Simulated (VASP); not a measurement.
# Ag (I4/mmm) in VASP: further runs

The runs below take Ag through single point, with PBE.

Everything below comes from runs of VASP 6.6.1. Logs are shortened: lines on timing, memory, paths and dates and some standing lists are left out, and cuts for length are marked.

### 1 The cell of the first run

It takes space group I4/mmm (No. 139, tetragonal). Conventional cell: a = 2.889 Å, b = 2.889 Å, c = 3.678 Å, α = 90.00°, β = 90.00°, γ = 90.00°. Ag (site symmetry 4/mmm) has 12 Ag at 2.75 to 2.89 Å within 3.6 Å.

### 2 Single point, PBE (strain -0.1000 x Voigt [0, 0, 1, 0, 0, 0])

The input, INCAR:

```
SYSTEM = Ag
PREC = Accurate ; ENCUT = 520
EDIFF = 1E-7 ; ISMEAR = 0
SIGMA = 0.15 ; LREAL = .False.
LASPH = .True. ; NELM = 60
ALGO = Fast ; ISIF = 2
LWAVE = .False. ; LCHARG = .True.
GGA = PE ; LELF = .True.
LVHAR = .True. ; NBANDS = 12
```

The input, KPOINTS:

```
regular mesh
0
Gamma
  10 10 10
  0 0 0
```

The input, POSCAR:

```
Ag
1.0
    0.0000000000      2.0431000000      1.8387900000
    2.0431000000      0.0000000000      1.8387900000
    2.0431000000      2.0431000000      0.0000000000
Ag
1
Direct
    0.0000000000      0.0000000000      0.0000000000
```

Potentials or basis: VASP PAW PBE potentials, release 64 (Ag).

Launch:

```
$ cat potpaw_PBE.64/Ag/POTCAR > POTCAR
$ mpirun -np 1 vasp_std > vasp.out
```

OUTCAR:

```text
SYSTEM = Ag
   PREC = Accurate
   ENCUT = 520
   EDIFF = 1E-7
   ISMEAR = 0
   LREAL = .False.
   LASPH = .True.
   NELM = 60
   ISIF = 2
   GGA = PE

 ion  position               nearest neighbor table
   1  0.000  0.000  0.000-

  LATTYP: Found a body centered tetragonal cell.
 ALAT       =     2.8893797293
 C/A-ratio  =     1.2727922061

  Lattice vectors:

 A1 = (   0.0000000000,  -2.0431000000,  -1.8387900000)
 A2 = (   0.0000000000,   2.0431000000,  -1.8387900000)
 A3 = (   2.0431000000,   0.0000000000,   1.8387900000)

Analysis of symmetry for initial positions (statically):
=====================================================================
 Subroutine PRICEL returns:
 Original cell was already a primitive cell.

 Routine SETGRP: Setting up the symmetry group for a
 body centered tetragonal supercell.

 Subroutine GETGRP returns: Found 16 space group operations
 (whereof 16 operations were pure point group operations)
 out of a pool of 16 trial point group operations.

The static configuration has the point symmetry D_4h.

Analysis of symmetry for dynamics (positions and initial velocities):
=====================================================================
 Subroutine PRICEL returns:
 Original cell was already a primitive cell.

 Routine SETGRP: Setting up the symmetry group for a
 body centered tetragonal supercell.

 Subroutine GETGRP returns: Found 16 space group operations
 (whereof 16 operations were pure point group operations)
 out of a pool of 16 trial point group operations.

The dynamic configuration has the point symmetry D_4h.

 Subroutine INISYM returns: Found 16 space group operations
 (whereof 16 operations are pure point group operations),
 and found     1 'primitive' translations

----------------------------------------------------------------------------------------

                                     Primitive cell

  volume of cell :      15.3512

  direct lattice vectors                    reciprocal lattice vectors
     0.000000000  2.043100000  1.838790000    -0.244726151  0.244726151  0.271917946
     2.043100000  0.000000000  1.838790000     0.244726151 -0.244726151  0.271917946
     2.043100000  2.043100000  0.000000000     0.244726151  0.244726151 -0.271917946

  length of vectors
     2.748709929  2.748709929  2.889379729     0.440137646  0.440137646  0.440137646

  position of ions in fractional coordinates (direct lattice)
     0.000000000  0.000000000  0.000000000

  ion indices of the primitive-cell ions
[... 77 lines left out ...]
   NSW    =      0    number of steps for IOM
   IBRION =     -1    ionic relax: 0-MD 1-quasi-New 2-CG
   NFREE  =      0    steps in history (QN), initial steepest desc. (CG)
   ISIF   =      2    stress and relaxation
   ISYM   =      2    0-nonsym 1-usesym 2-fastsym
   POTIM  = 0.5000    time-step for ionic-motion
   TEBEG  =    0.0;   TEEND  =   0.0 temperature during run
   PSTRESS=    0.0 pullay stress
   NELECT =      11.0000    total number of electrons
   NUPDOWN=      -1.0000    fix difference up-down
   EMIN   =  10.00;   EMAX   =-10.00  energy-range for DOS
   EFERMI =   0.00;   METHOD = LEGACY
   ISMEAR =     0;   SIGMA  =   0.15  broadening in eV -4-tet -1-fermi 0-gaus
   EFERMI_NEDOS =   21; number of points for ismear=-14 and -15
   IALGO  =     68    algorithm
   IMIX   =      4    mixing-type and parameters
     AMIX     =   0.40;   BMIX     =  1.00
     AMIX_MAG =   1.60;   BMIX_MAG =  1.00
  volume/ion in A,a.u.               =      15.35       103.59
  Fermi-wavevector in a.u.,A,eV,Ry     =   1.464958  2.768370 29.199502  2.146103
  Thomas-Fermi vector in A             =   2.580872
   LORBIT       =      0    0 simple, 1 ext, 2 COOP (PROOUT), +10 PAW based schemes
   GGA     = PE    functional components
   LHFCALC =     F    Hartree Fock is set to
   AEXX    =    0.0000 exact exchange contribution
   IVDW    =     0    specifies the selected vdW correction
   LEPSILON=     F    determine dielectric tensor
   LRPA    =     F    only Hartree local field effects (RPA)
 non-spin polarized calculation
 RMM-DIIS sequential band-by-band and
 Gauss-broadening in eV      SIGMA  =   0.15
  energy-cutoff  :      520.00
  volume of cell :       15.35
 maximum number of plane-waves:       430
   NGX = 11   NGY = 11   NGZ = 11

 number of electron      10.9999998 magnetization

 Free energy of the ion-electron system (eV)
  ---------------------------------------------------
  ext. energy  EPLUGINS =         0.00000000
  ---------------------------------------------------
  free energy    TOTEN  =        -2.55519453 eV

  energy without entropy =       -2.55043945  energy(sigma->0) =       -2.55281699

 E-fermi :   9.9691     XC(G=0): -12.8484

 val. band max:        9.9389125838   @ k =   0.5000   0.0000   0.1000
 cond. band min:      10.0080409183   @ k =  -0.1000   0.4000   0.3000
 fundamental gap:      0.0691283345
 Fermi energy:         9.9690640251

 k-point     1 :       0.0000    0.0000    0.0000
  band No.  band energies     occupation
      1       1.4073      2.00000
      2       4.5582      2.00000
      3       4.5582      2.00000
      4       5.2624      2.00000
      5       5.5850      2.00000
      6       6.3229      2.00000
      7      26.3769      0.00000
      8      29.7534      0.00000
      9      29.7534      0.00000
     10      31.8070      0.00000
     11      35.5193      0.00000
     12      36.4972      0.00000
[... 331 lines left out ...]
 k-point    24 :       0.4000    0.3000    0.0000
  band No.  band energies     occupation
      1       3.3591      2.00000
      2       3.5005      2.00000
      3       6.0848      2.00000
      4       6.1214      2.00000
      5       6.8996      2.00000
      6       9.4232      2.00000
      7      20.3997      0.00000
      8      22.2991      0.00000
      9      24.7472      0.00000
     10      27.1376      0.00000
     11      29.2940      0.00000
     12      38.9913      0.00000

 [... further k-points ...]
[... 5 lines left out ...]
  --------------------------------------------------------------------------------------
  -------------------------------------------------------------------------------------
  Total        1.9729414      1.9729414      2.1914781      0.0000000     -0.0000000     -0.0000000
  in kB      205.9128252    205.9128252    228.7211545      0.0000000     -0.0000000     -0.0000000
  external PRESSURE =     213.5156016 kB  Pullay stress =       0.0000000 kB

 VOLUME and BASIS-vectors are now :
 -----------------------------------------------------------------------------
  energy-cutoff  :      520.00
  volume of cell :       15.35
      direct lattice vectors                 reciprocal lattice vectors
     0.000000000  2.043100000  1.838790000    -0.244726151  0.244726151  0.271917946
     2.043100000  0.000000000  1.838790000     0.244726151 -0.244726151  0.271917946
     2.043100000  2.043100000  0.000000000     0.244726151  0.244726151 -0.271917946

 POSITION                                       TOTAL-FORCE (eV/Angst)
 -----------------------------------------------------------------------------------
      0.00000      0.00000      0.00000         0.000000      0.000000      0.000000
 -----------------------------------------------------------------------------------
    total drift:                                0.000000     -0.000000      0.000000

  FREE ENERGIE OF THE ION-ELECTRON SYSTEM (eV)
  ---------------------------------------------------
  free  energy   TOTEN  =        -2.5551945321 eV

  energy  without entropy=       -2.5504394466  energy(sigma->0) =       -2.55281699
```

Wall time 14 s (1 thread of Intel Xeon Platinum 8375C at 2.90GHz (Ice Lake), shared host); peak memory 0.14 GiB.

Results:

* Free energy: -2.5552 eV
* Pressure: 21.4 GPa

Levels at points of the mesh, in eV from the Fermi level:
| k point | band 3 | band 4 | band 5 | band 6 | band 7 | band 8 | band 9 | band 10 |
| --- | --- | --- | --- | --- | --- | --- | --- | --- |
| (0.00, 0.00, 0.00) | -5.41 | -4.71 | -4.38 | -3.65 | 16.41 | 19.78 | 19.78 | 21.84 |
| (0.50, 0.00, 0.00) | -4.84 | -3.21 | -2.83 | -0.65 | 4.30 | 15.10 | 17.80 | 20.75 |
| (0.50, 0.50, 0.00) | -3.04 | -2.74 | -2.74 | 2.96 | 9.56 | 9.93 | 9.93 | 17.27 |
| (0.50, 0.00, 0.50) | -3.11 | -3.05 | -2.56 | 0.89 | 6.72 | 11.78 | 12.20 | 19.22 |

Caveat: the cell differs from its parent crystal (strain -0.1000 x Voigt [0, 0, 1, 0, 0, 0]).

### 3 Single point, PBE (strain -0.0500 x Voigt [0, 0, 1, 0, 0, 0])

The input, INCAR:

```
SYSTEM = Ag
PREC = Accurate ; ENCUT = 520
EDIFF = 1E-7 ; ISMEAR = 0
SIGMA = 0.15 ; LREAL = .FALSE.
LASPH = .TRUE. ; NELM = 100
ALGO = Normal ; ISIF = 2
LWAVE = .FALSE. ; LCHARG = .FALSE.
GGA = PE ; NBANDS = 12
```

The input, KPOINTS:

```
regular mesh
0
G
  10 10 10
  0 0 0
```

The input, POSCAR:

```
Ag
1.0
    0.0000000000      2.0431000000      1.9409450000
    2.0431000000      0.0000000000      1.9409450000
    2.0431000000      2.0431000000      0.0000000000
Ag
1
Direct
    0.0000000000      0.0000000000      0.0000000000
```

Potentials or basis: VASP PAW PBE potentials, release 64 (Ag).

Launch:

```
$ cat potpaw_PBE.64/Ag/POTCAR > POTCAR
$ mpirun -np 1 vasp_std > vasp.out
```

It took 12 s on 1 thread of Intel Xeon Platinum 8375C at 2.90GHz (Ice Lake), shared host; peak memory 0.15 GiB.

It converged, with:

```
Free energy : -2.6487 eV
Pressure    : 11.8 GPa
```

Stress tensor (GPa, compression positive):
```
11.46  0.00  0.00
 0.00 11.46  0.00
 0.00  0.00 12.58
```

Levels at points of the mesh, in eV from the Fermi level:
```tsv
k point	band 2	band 3	band 4	band 5	band 6	band 7	band 8	band 9	band 10	band 11
(0.00, 0.00, 0.00)	-5.04	-5.04	-4.70	-3.98	-3.64	16.23	19.80	19.80	20.63	25.01
(0.50, 0.00, 0.00)	-5.13	-4.79	-3.01	-2.85	-0.47	3.98	15.30	17.88	19.23	23.14
(0.50, 0.50, 0.00)	-6.56	-2.97	-2.69	-2.69	2.26	8.11	10.37	10.37	17.28	17.37
(0.50, 0.00, 0.50)	-6.56	-2.98	-2.84	-2.60	1.32	6.79	11.26	11.39	18.19	18.35
```

Caveat: the cell differs from its parent crystal (strain -0.0500 x Voigt [0, 0, 1, 0, 0, 0]).

### 4 Single point, PBE (strain -0.0750 x Voigt [0, 0, 1, 0, 0, 0])

The input, INCAR:

```
SYSTEM = Ag
PREC     = Accurate       ! precision mode
ENCUT    = 520            ! plane-wave cutoff, eV
EDIFF    = 1E-6           ! SCF threshold, eV
ISMEAR   = 0              ! smearing method
SIGMA    = 0.15           ! smearing width, eV
LREAL    = .False.        ! projectors in reciprocal space
LASPH    = .True.         ! aspherical terms in the spheres
NELM     = 60             ! most SCF steps
ALGO     = Fast           ! electronic algorithm
ISIF     = 2              ! what is computed and relaxed
LWAVE    = .False.        ! write WAVECAR
LCHARG   = .False.        ! write CHGCAR
GGA      = PE             ! functional
NBANDS   = 12             ! bands
```

The input, KPOINTS:

```
Automatic mesh
0
Gamma
  10 10 10
  0 0 0
```

The input, POSCAR:

```
Ag
1.0
    0.0000000000      2.0431000000      1.8898675000
    2.0431000000      0.0000000000      1.8898675000
    2.0431000000      2.0431000000      0.0000000000
Ag
1
Direct
    0.0000000000      0.0000000000      0.0000000000
```

Launch:

```
$ cat potpaw_PBE.64/Ag/POTCAR > POTCAR
$ mpirun -np 1 vasp_std > vasp.out
```

Run time: 16 s. Hardware: 1 thread of Intel Xeon Platinum 8375C at 2.90GHz (Ice Lake), shared host; peak memory 0.15 GiB.

The run converged. Its results:

| Quantity | Value |
| --- | --- |
| Free energy | -2.6089 eV |
| Pressure | 16.2 GPa |

Stress tensor (GPa, compression positive):
```
15.67  0.00  0.00
 0.00 15.67  0.00
 0.00  0.00 17.37
```

Levels at points of the mesh, in eV from the Fermi level:
```tsv
k point	band 2	band 3	band 4	band 5	band 6	band 7	band 8	band 9	band 10	band 11
(0.00, 0.00, 0.00)	-5.22	-5.22	-4.70	-4.17	-3.63	16.31	19.81	19.81	21.19	25.27
(0.50, 0.00, 0.00)	-5.36	-4.82	-3.10	-2.84	-0.56	4.13	15.21	17.84	19.97	23.24
(0.50, 0.50, 0.00)	-6.78	-3.00	-2.71	-2.71	2.59	8.81	10.15	10.15	17.28	17.39
(0.50, 0.00, 0.50)	-6.75	-3.03	-2.94	-2.57	1.11	6.76	11.52	11.77	18.69	18.92
```

Caveat: the cell differs from its parent crystal (strain -0.0750 x Voigt [0, 0, 1, 0, 0, 0]).

### 5 Single point, PBE (strain +0.1000 x Voigt [0, 0, 1, 0, 0, 0])

The input, INCAR:

```
SYSTEM = Ag
ALGO = Normal
EDIFF = 1E-7
ENCUT = 520
GGA = PE
ISIF = 2
ISMEAR = 0
LASPH = .True.
LCHARG = .True.
LELF = .True.
LREAL = .False.
LVHAR = .True.
LWAVE = .False.
NBANDS = 12
NELM = 80
PREC = Accurate
SIGMA = 0.15
```

The input, KPOINTS:

```
k-points
0
Gamma
  10 10 10
  0 0 0
```

The input, POSCAR:

```
Ag
1.0
    0.0000000000      2.0431000000      2.2474100000
    2.0431000000      0.0000000000      2.2474100000
    2.0431000000      2.0431000000      0.0000000000
Ag
1
Direct
    0.0000000000      0.0000000000      0.0000000000
```

Launch:

```
$ cat potpaw_PBE.64/Ag/POTCAR > POTCAR
$ mpirun -np 1 vasp_std > vasp.out
```

Wall time 13 s (1 thread of Intel Xeon Platinum 8375C at 2.90GHz (Ice Lake), shared host); peak memory 0.15 GiB.

Results (log left out):

```
Free energy : -2.6892 eV
Pressure    : -3.5 GPa
```

Stress tensor (GPa, compression positive):
```
-2.81  0.00  0.00
 0.00 -2.81  0.00
 0.00  0.00 -5.03
```

Levels at points of the mesh, in eV from the Fermi level:
| k point | band 3 | band 4 | band 5 | band 6 | band 7 | band 8 | band 9 | band 10 |
| --- | --- | --- | --- | --- | --- | --- | --- | --- |
| (0.00, 0.00, 0.00) | -4.25 | -4.25 | -3.88 | -3.33 | 15.94 | 18.26 | 19.13 | 19.13 |
| (0.50, 0.00, 0.00) | -4.23 | -3.01 | -2.82 | -0.09 | 3.18 | 14.18 | 16.83 | 18.07 |
| (0.50, 0.50, 0.00) | -2.91 | -2.77 | -2.77 | 0.81 | 4.65 | 11.33 | 11.33 | 17.16 |
| (0.50, 0.00, 0.50) | -2.97 | -2.94 | -2.52 | 2.25 | 6.82 | 9.73 | 9.78 | 15.64 |

Caveat: the cell differs from its parent crystal (strain +0.1000 x Voigt [0, 0, 1, 0, 0, 0]).

### 6 Summary

```csv
cell,gap on the mesh (eV),pressure (GPa)
"a = 2.749, b = 2.749, c = 2.889 Å, angles 58.3, 58.3, 63.4°, 1 atom",none,21.4
"a = 2.818, b = 2.818, c = 2.889 Å, angles 59.2, 59.2, 61.7°, 1 atom",none,11.8
"a = 2.783, b = 2.783, c = 2.889 Å, angles 58.7, 58.7, 62.5°, 1 atom",none,16.2
"a = 3.037, b = 3.037, c = 2.889 Å, angles 61.6, 61.6, 56.8°, 1 atom",none,-3.5
```

Alike in all rows: task single point; level PBE; potentials or basis VASP PAW PBE potentials, release 64 (Ag); no spin polarisation; k mesh 10 × 10 × 10; cutoff (eV) 520; smearing gaussian 0.15 eV.

Total energies depend on the potentials used, so only differences within one code and one set of settings carry meaning.
